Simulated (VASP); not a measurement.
NbC, 2 atoms in the cell. The structure is cubic, space group Fm-3m (No. 225). The conventional cell has a = 4.469 Å, b = 4.469 Å, c = 4.469 Å, α = 90.00°, β = 90.00°, γ = 90.00°. Within 3.0 Å of Nb (site symmetry m-3m) lie 6 C at 2.23 Å. Within 3.0 Å of C (site symmetry m-3m) lie 6 Nb at 2.23 Å. 

```yaml
Program: VASP 6.6.1
Task: single point
Functional: PBE
Potentials_or_basis: VASP PAW PBE potentials, release 64 (Nb_sv, C)
Cutoff: 600 eV
k_mesh: 5 × 5 × 5
Occupations: fermi-dirac, width 0.1 eV
Spin: no spin polarisation
Dipole_correction: no
Further_INCAR_settings: ALGO = Normal; EDIFF = 1e-06; NBANDS = 16
```

Potentials or basis: VASP PAW PBE potentials, release 64 (Nb_sv, C).

The run is started by

```console
$ cat potpaw_PBE.64/Nb_sv/POTCAR potpaw_PBE.64/C/POTCAR > POTCAR
$ mpirun -np 1 vasp_std > vasp.out
```

Hardware: 1 thread of Intel Xeon 8259CL, with other jobs on the host.

Estimate the wall time of this run.

It took 10 s on 1 thread of Intel Xeon 8259CL, with other jobs on the host, peak memory 0.16 GiB. Counts: scf iterations 12, k points 10.
